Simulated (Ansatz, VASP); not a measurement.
# One calculation of Te, two programs

File INCAR:

```
ALGO = Normal
EDIFF = 1E-7
ENCUT = 520
GGA = PE
ISIF = 2
ISMEAR = 0
LASPH = True
LCHARG = False
LREAL = False
LWAVE = False
NBANDS = 16
NELM = 80
PREC = Accurate
SIGMA = 0.01
```

File KPOINTS:

```
k-points
0
Gamma
  12 12 6
```

File POSCAR:

```
Te
1.0
    4.5226079160      0.0000000000      0.0000000000
   -2.2613039580      3.9166933466      0.0000000000
    0.0000000000      0.0000000000      5.9554694044
Te
3
Direct
    0.7321941308      0.0000000000      0.3333333333
    0.0000000000      0.7321941308      0.6666666667
    0.2678058692      0.2678058692      0.0000000000
```

Input for Ansatz:

```yaml
crystal:
  lattice:
    - [4.522607916, 0.0, 0.0]
    - [-2.261303958, 3.9166933466, 0.0]
    - [0.0, 0.0, 5.9554694044]
  atoms:
    - { symbol: Te, position: [0.7321941308, 0.0, 0.3333333333] }
    - { symbol: Te, position: [0.0, 0.7321941308, 0.6666666667] }
    - { symbol: Te, position: [0.2678058692, 0.2678058692, 0.0] }
basis:
  ecutwfc: 420
kpoints:
  mp_grid: { grid: [12, 12, 6] }
hamiltonian:
  xc: pbe
scf:
  occupations: { method: gaussian, width: 0.01 }
output:
  forces: true
  stress: true
  eigenvalues: true
```

Alike in both runs: task single point; functional PBE; k mesh 12 × 12 × 6; occupations gaussian, width 0.01 eV; no spin polarisation.

|  | VASP | Ansatz |
| --- | --- | --- |
| version | VASP 6.6.1 | Ansatz 0.2.0 |
| potentials or method | VASP PAW PBE potentials, release 64 (Te), cutoff 520 eV | scalar-relativistic, plane waves, PAW |
| valence electrons in the cell | 18 | 48 |

```tsv
	VASP	Ansatz	Ansatz less VASP
gap on the k mesh at the Fermi level (eV)	0.22	0.24	+0.019
least direct gap on the mesh (eV)	0.22	0.24	+0.019
pressure (GPa)	0.0	0.0	0.00
rms of the force components (eV/Å)	0.007	0.002	-0.0051
```

Atom by atom the forces differ by 0.005 eV/Å (rms over components). The functional is the same, so the differences come from potentials, cutoffs and numerics. VASP's potentials hold 18 valence electrons a cell and Ansatz's 48, so a difference there can come from the potentials and not from the codes.

Spin-orbit coupling is off throughout.
